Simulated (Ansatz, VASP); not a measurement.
## SnO in VASP and in Ansatz

INCAR

```
PREC = Accurate
ENCUT = 520
EDIFF = 1E-6
ISMEAR = 0
SIGMA = 0.15
LREAL = F
LASPH = T
NELM = 100
ALGO = Normal
ISIF = 2
LWAVE = F
LCHARG = T
GGA = PS
LELF = T
LVHAR = T
NBANDS = 28
```

The input KPOINTS:

```
regular mesh
0
Gamma
  12 12 10
```

File POSCAR:

```
SnO
1.0
    3.8530831395      0.0000000000      0.0000000000
    0.0000000000      3.8530831395      0.0000000000
    0.0000000000      0.0000000000      4.2607393357
Sn O
2 2
Direct
    0.0000000000      0.5000000000      0.2425296443
    0.5000000000      0.0000000000      0.7574703557
    0.0000000000      0.0000000000      0.0000000000
    0.5000000000      0.5000000000      0.0000000000
```

Input for Ansatz:

```yaml
crystal:
  lattice:
    - [3.8530831395, 0.0, 0.0]
    - [0.0, 3.8530831395, 0.0]
    - [0.0, 0.0, 4.2607393357]
  atoms:
    - { symbol: Sn, position: [0.0, 0.5, 0.2425296443] }
    - { symbol: Sn, position: [0.5, 0.0, 0.7574703557] }
    - { symbol: O, position: [0.0, 0.0, 0.0] }
    - { symbol: O, position: [0.5, 0.5, 0.0] }
basis:
  ecutwfc: 520.0
kpoints:
  mp_grid: { grid: [12, 12, 10] }
hamiltonian:
  xc: pbesol
scf:
  occupations: { method: gaussian, width: 0.15 }
output:
  forces: true
  stress: true
  eigenvalues: true
```

Alike in both runs: task single point; functional PBEsol; k mesh 12 × 12 × 10; occupations gaussian, width 0.15 eV; no spin polarisation.

```csv
,VASP,Ansatz
version,VASP 6.6.1,Ansatz 0.2.0
potentials or method,"VASP PAW PBE potentials, release 64 (Sn_d, O), cutoff 520 eV","scalar-relativistic, plane waves, PAW"
valence electrons in the cell,40,40
```

|  | VASP | Ansatz | Ansatz less VASP |
| --- | --- | --- | --- |
| gap on the k mesh at the Fermi level (eV) | 0.20 | 0.20 | -0.002 |
| least direct gap on the mesh (eV) | 1.45 | 1.47 | +0.016 |
| pressure (GPa) | 7.4 | 7.0 | -0.40 |
| traceless stress, the component that is largest in VASP (GPa) | 3.73 | 3.81 | +0.083 |
| rms of the force components (eV/Å) | 0.606 | 0.565 | -0.0411 |

VASP's potentials were made for PBE, not for PBEsol. Atom by atom the forces differ by 0.041 eV/Å (rms over components).
